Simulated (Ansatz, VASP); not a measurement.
**Ni: VASP beside Ansatz**

```
Ni
1.0
     0.00000    1.75969    1.75969
     1.75969    0.00000    1.75969
     1.75969    1.75969    0.00000
Ni
1
Direct
  0.00000 0.00000 0.00000
```

Alike in both runs: task single point; functional PBE; k mesh 15 × 15 × 15; occupations methfessel-paxton of order 1, width 0.01 eV; collinear spin.

|  | VASP | Ansatz |
| --- | --- | --- |
| version | VASP 6.6.1 | Ansatz 0.2.0 |
| potentials or method | VASP PAW PBE potentials, release 64 (Ni), cutoff 520 eV | plane waves (420 eV) with PAW, scalar-relativistic |
| valence electrons in the cell | 10 | 18 |

Ansatz gave:

* pressure (GPa): 0.0
* net moment per atom (μB): 0.67
* size of the moment on the site where the two differ most (μB): 0.71

Problem. What did VASP give for the same quantities?

Solution. Pressure (GPa): -0.2; net moment per atom (μB): 0.64; size of the moment on the site where the two differ most (μB): 0.65.

Site moments also hang on the region over which each program counts them. With one functional, cell and mesh, what is left measures potentials, basis and numerics. VASP's potentials hold 10 valence electrons a cell and Ansatz's 18, so a difference there can come from the potentials and not from the codes. Ansatz's warnings: stability check not made.
